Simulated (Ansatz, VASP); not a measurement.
**GaN in VASP and in Ansatz**

```
Ga N
1.0
    -0.01033    2.23699    2.26214
     2.23699   -0.01033    2.26214
     2.22666    2.22666    0.00000
Ga N
1 1
Cartesian
  0.0000 0.0000 -0.0032
  1.1133 1.1133 1.1342
```

Change from the starting cell: strained cell.

Alike in both runs: functional PBEsol; k mesh 10 × 10 × 10; occupations gaussian, width 0.02 eV; no spin polarisation.

Ansatz relaxed the structure, and its values are those at the end. VASP's run is a single point on that final structure, the one shown.

```csv
,VASP,Ansatz
version,VASP 6.6.1,Ansatz 0.2.0
potentials or method,"VASP PAW PBE potentials, release 64 (Ga_d, N), cutoff 600 eV","scalar-relativistic, plane waves, PAW"
valence electrons in the cell,18,18
```

Ansatz gave:

```
gap on the k mesh at the Fermi level (eV) : 1.69
least direct gap on the mesh (eV)         : 1.69
pressure (GPa)                            : 0.9
```

Problem. What did VASP give for the same quantities?

Solution. gap on the k mesh at the Fermi level (eV): 1.70; least direct gap on the mesh (eV): 1.70; pressure (GPa): 0.5.

VASP's potentials were made for PBE, not for PBEsol, and Ansatz warns of the same on its side. The functional is the same, so the differences come from potentials, cutoffs and numerics. Ansatz's warnings: stress scf threshold loose.
